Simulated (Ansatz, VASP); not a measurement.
**Two plane-wave programs on SnSe**

```
CELL_PARAMETERS angstrom
11.57028 0.00000 0.00000
0.00000 4.24514 0.00000
0.00000 0.00000 4.51869
ATOMIC_POSITIONS crystal
Sn 0.87700 0.75000 0.90900
Sn 0.62300 0.25000 0.40900
Sn 0.37700 0.75000 0.59100
Sn 0.12300 0.25000 0.09100
Se 0.64300 0.75000 0.98400
Se 0.85700 0.25000 0.48400
Se 0.14300 0.75000 0.51600
Se 0.35700 0.25000 0.01600
```

Alike in both runs: task single point; functional PBE; k mesh 3 × 6 × 6; occupations fermi-dirac, width 0.05 eV; no spin polarisation.

|  | VASP | Ansatz |
| --- | --- | --- |
| version | VASP 6.6.1 | Ansatz 0.2.0 |
| potentials or method | VASP PAW PBE potentials, release 64 (Sn_d, Se) | Ansatz PAW |
| plane-wave cutoff (eV) | 520 | 420 |
| valence electrons in the cell | 80 | 120 |

|  | VASP | Ansatz | Ansatz less VASP |
| --- | --- | --- | --- |
| gap on the k mesh at the Fermi level (eV) | 0.56 | 0.57 | +0.005 |
| least direct gap on the mesh (eV) | 0.73 | 0.74 | +0.009 |
| pressure (GPa) | 0.3 | 0.3 | -0.02 |
| traceless stress, the component that is largest in VASP (GPa) | 1.56 | 1.54 | -0.021 |
| rms of the force components (eV/Å) | 0.090 | 0.089 | -0.0009 |

Atom by atom the forces differ by 0.008 eV/Å (rms over components). VASP's potentials hold 80 valence electrons a cell and Ansatz's 120, so a difference there can come from the potentials and not from the codes.

Noted on Ansatz's run: odd divisions of the mesh miss points on the zone boundary, where band edges often lie, so the gap on the mesh can be too wide.
